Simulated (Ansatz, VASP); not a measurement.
**One calculation of AlGa3N4, two programs**

The input POSCAR:

```
AlGa3N4
1.0
    4.6886116748      0.0000000000      0.0000000000
    0.0000000000      4.6886116748      0.0000000000
    0.0000000000      0.0000000000      4.5769780635
Al Ga N
1 3 4
Direct
    0.0000000000      0.0000000000      0.0000000000
    0.5000000000      0.5000000000      0.0000000000
    0.5000000000      0.0000000000      0.5000000000
    0.0000000000      0.5000000000      0.5000000000
    0.7553510553      0.7553510553      0.2446489447
    0.7553510553      0.2446489447      0.7553510553
    0.2446489447      0.7553510553      0.7553510553
    0.2446489447      0.2446489447      0.2446489447
```

The input INCAR.step1:

```
ALGO     = Normal         # electronic algorithm
EDIFF    = 1E-4           # SCF threshold, eV
ENCUT    = 520            # plane-wave cutoff, eV
GGA      = PE             # functional
ISMEAR   = 0              # smearing method
LASPH    = True           # aspherical terms in the spheres
LCHARG   = False          # write CHGCAR
LREAL    = False          # projectors in reciprocal space
LWAVE    = True           # write WAVECAR
NBANDS   = 41             # bands
NELM     = 100            # most SCF steps
PREC     = Accurate       # precision mode
SIGMA    = 0.05           # smearing width, eV
```

INCAR.step2

```
ALGO     = Normal         # electronic algorithm
EDIFF    = 1E-7           # SCF threshold, eV
ENCUT    = 520            # plane-wave cutoff, eV
ISIF     = 2              # what is computed and relaxed
ISMEAR   = 0              # smearing method
ISTART   = 1            
LASPH    = True           # aspherical terms in the spheres
LCHARG   = False          # write CHGCAR
LMIXTAU  = True         
LREAL    = False          # projectors in reciprocal space
LWAVE    = False          # write WAVECAR
METAGGA  = R2SCAN         # meta-GGA
NBANDS   = 41             # bands
NELM     = 100            # most SCF steps
PREC     = Accurate       # precision mode
SIGMA    = 0.05           # smearing width, eV
```

The input KPOINTS:

```
k-points
0
Gamma
  6 6 6
```

Input for Ansatz:

```yaml
crystal:
  lattice:
    - [4.6886116748, 0.0, 0.0]
    - [0.0, 4.6886116748, 0.0]
    - [0.0, 0.0, 4.5769780635]
  atoms:
    - { symbol: Al, position: [0.0, 0.0, 0.0] }
    - { symbol: Ga, position: [0.5, 0.5, 0.0] }
    - { symbol: Ga, position: [0.5, 0.0, 0.5] }
    - { symbol: Ga, position: [0.0, 0.5, 0.5] }
    - { symbol: "N", position: [0.7553510553, 0.7553510553, 0.2446489447] }
    - { symbol: "N", position: [0.7553510553, 0.2446489447, 0.7553510553] }
    - { symbol: "N", position: [0.2446489447, 0.7553510553, 0.7553510553] }
    - { symbol: "N", position: [0.2446489447, 0.2446489447, 0.2446489447] }
basis:
  ecutwfc: 500
kpoints:
  mp_grid: { grid: [6, 6, 6] }
hamiltonian:
  xc: r2scan
scf:
  occupations: { method: gaussian, width: 0.05 }
output:
  forces: true
  stress: true
  eigenvalues: true
```

Change from the starting cell: strain +0.050 along x and y, +0.025 along z, atoms carried along.

Alike in both runs: task single point; functional r2SCAN; k mesh 6 × 6 × 6; occupations gaussian, width 0.05 eV; no spin polarisation.

|  | VASP | Ansatz |
| --- | --- | --- |
| version | VASP 6.6.1 | Ansatz 0.2.0 |
| potentials or method | VASP PAW PBE potentials, release 64 (Al, Ga_d, N), cutoff 520 eV | scalar-relativistic, plane waves, PAW |
| valence electrons in the cell | 62 | 62 |

|  | VASP | Ansatz | Ansatz less VASP |
| --- | --- | --- | --- |
| gap on the k mesh at the Fermi level (eV) | 1.88 | 1.87 | -0.004 |
| least direct gap on the mesh (eV) | 1.88 | 1.87 | -0.004 |
| pressure (GPa) | -18.4 | -18.9 | -0.48 |
| traceless stress, the component that is largest in VASP (GPa) | 2.11 | 2.15 | +0.039 |
| rms of the force components (eV/Å) | 0.029 | 0.007 | -0.0214 |

VASP's potentials were made for PBE, not for r2SCAN. Atom by atom the forces differ by 0.026 eV/Å (rms over components). With one functional, cell and mesh, what is left measures potentials, basis and numerics.
